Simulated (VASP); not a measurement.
# PbSe (Clausthalite) (Fm-3m) in VASP: notebook, part 2 of 2

VASP 6.6.1. Earlier steps stand in the parts before.

**5. Single point, PBE**

This run uses another cell than the first one, of 28.10 Å³/atom, 0.925 times its volume.

File INCAR:

```
SYSTEM = PbSe
  PREC = Accurate
  ENCUT = 520
  EDIFF = 1E-6
  ISMEAR = -1
  SIGMA = 0.05
  LREAL = .False.
  LASPH = .True.
  NELM = 100
  ALGO = Normal
  ISIF = 2
  LWAVE = .False.
  LCHARG = .False.
  GGA = PE
  NBANDS = 17
```

File KPOINTS:

```
Automatic mesh
0
Gamma
  8 8 8
  0 0 0
```

File POSCAR:

```
PbSe
1.0
    0.0000000000      3.0401081059      3.0401081059
    3.0401081059      0.0000000000      3.0401081059
    3.0401081059      3.0401081059      0.0000000000
Pb Se
1 1
Direct
    0.0000000000      0.0000000000      0.0000000000
    0.5000000000      0.5000000000      0.5000000000
```

Potentials or basis: VASP PAW PBE potentials, release 64 (Pb_d, Se).

Run with:

```sh
> cat potpaw_PBE.64/Pb_d/POTCAR potpaw_PBE.64/Se/POTCAR > POTCAR
> mpirun -np 1 vasp_std > vasp.out
```

OUTCAR:

```text
SYSTEM = PbSe
   PREC = Accurate
   ENCUT = 520
   EDIFF = 1E-6
   ISMEAR = -1
   LREAL = .False.
   LASPH = .True.
   NELM = 100
   ISIF = 2
   GGA = PE

 ion  position               nearest neighbor table
   1  0.000  0.000  0.000-   2 3.04   2 3.04   2 3.04   2 3.04   2 3.04   2 3.04
   2  0.500  0.500  0.500-   1 3.04   1 3.04   1 3.04   1 3.04   1 3.04   1 3.04

  LATTYP: Found a face centered cubic cell.
 ALAT       =     6.0802162118

  Lattice vectors:

 A1 = (   0.0000000000,   3.0401081059,   3.0401081059)
 A2 = (   3.0401081059,   0.0000000000,   3.0401081059)
 A3 = (   3.0401081059,   3.0401081059,   0.0000000000)

Analysis of symmetry for initial positions (statically):
=====================================================================
 Subroutine PRICEL returns:
 Original cell was already a primitive cell.

 Routine SETGRP: Setting up the symmetry group for a
 face centered cubic supercell.

 Subroutine GETGRP returns: Found 48 space group operations
 (whereof 48 operations were pure point group operations)
 out of a pool of 48 trial point group operations.

The static configuration has the point symmetry O_h .

Analysis of symmetry for dynamics (positions and initial velocities):
=====================================================================
 Subroutine PRICEL returns:
 Original cell was already a primitive cell.

 Routine SETGRP: Setting up the symmetry group for a
 face centered cubic supercell.

 Subroutine GETGRP returns: Found 48 space group operations
 (whereof 48 operations were pure point group operations)
 out of a pool of 48 trial point group operations.

The dynamic configuration has the point symmetry O_h .

 Subroutine INISYM returns: Found 48 space group operations
 (whereof 48 operations are pure point group operations),
 and found     1 'primitive' translations

----------------------------------------------------------------------------------------

                                     Primitive cell
[... 109 lines left out ...]
   IMIX   =      4    mixing-type and parameters
     AMIX     =   0.40;   BMIX     =  1.00
     AMIX_MAG =   1.60;   BMIX_MAG =  1.00
  volume/ion in A,a.u.               =      28.10       189.61
  Fermi-wavevector in a.u.,A,eV,Ry     =   1.160163  2.192391 18.313156  1.345979
  Thomas-Fermi vector in A             =   2.296749
   LORBIT       =      0    0 simple, 1 ext, 2 COOP (PROOUT), +10 PAW based schemes
   GGA     = PE    functional components
   LHFCALC =     F    Hartree Fock is set to
   AEXX    =    0.0000 exact exchange contribution
   IVDW    =     0    specifies the selected vdW correction
   LEPSILON=     F    determine dielectric tensor
   LRPA    =     F    only Hartree local field effects (RPA)
 non-spin polarized calculation
  energy-cutoff  :      520.00
  volume of cell :       56.19
 maximum number of plane-waves:      1540
   NGX = 15   NGY = 15   NGZ = 15

 number of electron      20.0000005 magnetization

 Free energy of the ion-electron system (eV)
  ---------------------------------------------------
  ext. energy  EPLUGINS =         0.00000000
  ---------------------------------------------------
  free energy    TOTEN  =        -8.15666997 eV

  energy without entropy =       -8.15616858  energy(sigma->0) =       -8.15641927

 E-fermi :   5.4523     XC(G=0):  -9.6242

 val. band max:        5.3412566159   @ k =   0.5000   0.0000   0.0000
 cond. band min:       5.5632977799   @ k =   0.5000   0.0000   0.0000
 fundamental gap:      0.2220411640
 Fermi energy:         5.4522922278

 k-point     1 :       0.0000    0.0000    0.0000
  band No.  band energies     occupation
      1     -11.5492      2.00000
      2     -11.5492      2.00000
      3     -11.5492      2.00000
      4     -11.5463      2.00000
      5     -11.5463      2.00000
      6      -8.4471      2.00000
[... 457 lines left out ...]
      4     -11.5270      2.00000
      5     -11.5107      2.00000
      6      -7.1240      2.00000
[... 9 lines left out ...]
     16      16.1730      0.00000
     17      16.2789      0.00000

 [... further k-points ...]

------------------------ aborting loop because EDIFF is reached ----------------------------------------

  FORCE on cell =-STRESS in cart. coord.  units (eV):
  Direction    XX          YY          ZZ          XY          YZ          ZX
  --------------------------------------------------------------------------------------
  -------------------------------------------------------------------------------------
  Total        1.2605347      1.2605347      1.2605347      0.0000000      0.0000000     -0.0000000
  in kB       35.9391930     35.9391930     35.9391930      0.0000000      0.0000000     -0.0000000
  external PRESSURE =      35.9391930 kB  Pullay stress =       0.0000000 kB

 VOLUME and BASIS-vectors are now :
 -----------------------------------------------------------------------------
  energy-cutoff  :      520.00
  volume of cell :       56.19
      direct lattice vectors                 reciprocal lattice vectors
     0.000000000  3.040108106  3.040108106    -0.164467836  0.164467836  0.164467836
     3.040108106  0.000000000  3.040108106     0.164467836 -0.164467836  0.164467836
     3.040108106  3.040108106  0.000000000     0.164467836  0.164467836 -0.164467836

 POSITION                                       TOTAL-FORCE (eV/Angst)
 -----------------------------------------------------------------------------------
      0.00000      0.00000      0.00000         0.000000     -0.000000     -0.000000
      3.04011      3.04011      3.04011        -0.000000      0.000000      0.000000
 -----------------------------------------------------------------------------------
    total drift:                                0.000000     -0.000000     -0.000000

  FREE ENERGIE OF THE ION-ELECTRON SYSTEM (eV)
  ---------------------------------------------------
  free  energy   TOTEN  =        -8.1566699656 eV

  energy  without entropy=       -8.1561685833  energy(sigma->0) =       -8.15641927
```

stdout:

```text
POSCAR found type information on POSCAR PbSe
 POSCAR found :  2 types and       2 ions
 scaLAPACK will be used
 LDA part: xc-table for (Slater+PW92), standard interpolation
 POSCAR, INCAR and KPOINTS ok, starting setup
 FFT: planning ... GRIDC
 FFT: planning ... GRID_SOFT
 FFT: planning ... GRID
 WAVECAR not read
 entering main loop
```

Run time: 32 s. Hardware: 1 thread of AMD EPYC 7R13 (Zen 3), shared host; peak memory 0.16 GiB.

Results:

```yaml
Free_energy: -8.1567 eV
Pressure: 3.6 GPa
Band_gap_on_the_k_mesh: 0.22 eV, direct
```

Levels at points of the mesh, in eV from the valence-band top:
| k point | band 7 | band 8 | band 9 | band 10 | band 11 | band 12 | band 13 | band 14 |
| --- | --- | --- | --- | --- | --- | --- | --- | --- |
| (0.00, 0.00, 0.00) | -6.29 | -1.99 | -1.99 | -1.99 | 4.74 | 4.74 | 4.74 | 6.45 |
| (0.50, 0.00, 0.00) | -8.94 | -1.57 | -1.57 | 0.00 | 0.22 | 1.63 | 1.63 | 8.55 |
| (0.50, 0.50, 0.00) | -7.44 | -5.18 | -3.38 | -3.38 | 3.59 | 5.67 | 5.67 | 6.12 |

Caveat: spin-orbit coupling is left out, which moves the levels of the heavy elements.

**6. The runs side by side**

| level | cell | gap on the mesh (eV) | pressure (GPa) |
| --- | --- | --- | --- |
| PBEsol | a = 4.413 Å, angles 60.0°, 2 atoms | 0.38 | -3.1 |
| PBE | a = 4.240 Å, angles 60.0°, 2 atoms | 0.07 | 6.4 |
| PBE | a = 4.270 Å, angles 60.0°, 2 atoms | 0.15 | 4.9 |
| PBE | a = 4.299 Å, angles 60.0°, 2 atoms | 0.22 | 3.6 |

Alike in all rows: task single point; potentials or basis VASP PAW PBE potentials, release 64 (Pb_d, Se); no spin polarisation; k mesh 8 × 8 × 8; cutoff (eV) 520; smearing fermi-dirac 0.05 eV.

Caveats: spin-orbit coupling is left out, which moves the levels of the heavy elements; the PAW data sets were made with another functional, which shifts forces and pressure a little (some runs).

Total energies depend on the potentials used, so only differences within one code and one set of settings carry meaning.
